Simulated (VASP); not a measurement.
Set up this calculation in VASP 6.6.1, as the native input.

| Item | Value |
| --- | --- |
| Task | single point |
| Functional | PBE |
| Potentials or basis | VASP PAW PBE potentials, release 64 (Ti_sv, N, C) |
| Cutoff | 520 eV |
| k mesh | 9 × 9 × 1 |
| Occupations | gaussian, width 0.1 eV |
| Spin | no spin polarisation |
| Dipole correction | yes |
| Further INCAR settings | ALGO = Normal; EDIFF = 1e-07; NBANDS = 36 |

The structure of Ti3CN3 lies in POSCAR:

```
Ti3CN3
1.0
    3.0028555063      0.0000000000      0.0000000000
    0.0000000000      3.0028555063      0.0000000000
    0.0000000000      0.0000000000     19.7584944394
Ti N C
3 3 1
Direct
    0.5000000000      0.5000000000      0.2024445745
    0.0000000000      0.0000000000      0.3072496205
    0.5000000000      0.5000000000      0.4076776406
    0.0000000000      0.0000000000      0.2024445745
    0.5000000000      0.5000000000      0.3055678855
    0.0000000000      0.0000000000      0.4179718482
    0.1250000000      0.3750000000      0.4785132520
```

One way to write it, as run:

INCAR

```
ALGO = Normal ; DIPOL = 0.5 0.5 0.332
EDIFF = 1E-7 ; ENCUT = 520
GGA = PE ; IDIPOL = 3
ISIF = 2 ; ISMEAR = 0
LASPH = True ; LCHARG = True
LDIPOL = True ; LELF = True
LREAL = False ; LVACPOTAV = True
LVHAR = True ; LWAVE = False
NBANDS = 36 ; NELM = 80
PREC = Accurate ; SIGMA = 0.1
```

KPOINTS

```
k-points
0
Gamma
  9 9 1
```

Potentials or basis: VASP PAW PBE potentials, release 64 (Ti_sv, N, C).

The run is started by

```console
$ cat potpaw_PBE.64/Ti_sv/POTCAR potpaw_PBE.64/N/POTCAR potpaw_PBE.64/C/POTCAR > POTCAR
$ mpirun -np 1 vasp_std > vasp.out
```

Results of the run:

| Property | Result |
| --- | --- |
| Largest force | 4.699 eV/Å |
| Band gap on the k mesh | zero (an odd number of electrons rules out a gap without spin polarisation) |

Run time: 5.6 min on 1 thread of Intel(R) Xeon(R) Platinum 8488C (Sapphire Rapids), with other jobs on the host, peak memory 0.41 GiB.
